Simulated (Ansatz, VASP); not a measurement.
Si in VASP and in Ansatz

```
CELL_PARAMETERS angstrom
-2.27351 2.39219 1.27500
2.27351 -2.39219 1.27500
2.27351 2.39219 -1.27500
ATOMIC_POSITIONS crystal
Si 0.80700 0.55700 0.25000
Si 0.19300 0.44300 0.75000
```

Change from the starting cell: equal xx and yy strain of +1 %.

Alike in both runs: task single point; functional PBE; k mesh 16 × 16 × 16; occupations fermi-dirac, width 0.05 eV; no spin polarisation.

|  | VASP | Ansatz |
| --- | --- | --- |
| version | VASP 6.6.1 | Ansatz 0.2.0 |
| potentials or method | VASP PAW PBE potentials, release 64 (Si), cutoff 520 eV | all-electron LAPW, scalar-relativistic |

```csv
,VASP,Ansatz,Ansatz less VASP
pressure (GPa),12.3,12.3,+0.07
"traceless stress, the component that is largest in VASP (GPa)",-0.68,-0.67,+0.015
rms of the force components (eV/Å),0.009,0.007,-0.0016
```

Atom by atom the forces differ by 0.002 eV/Å (rms over components). Ansatz ran all-electron here, and VASP with PAW potentials.
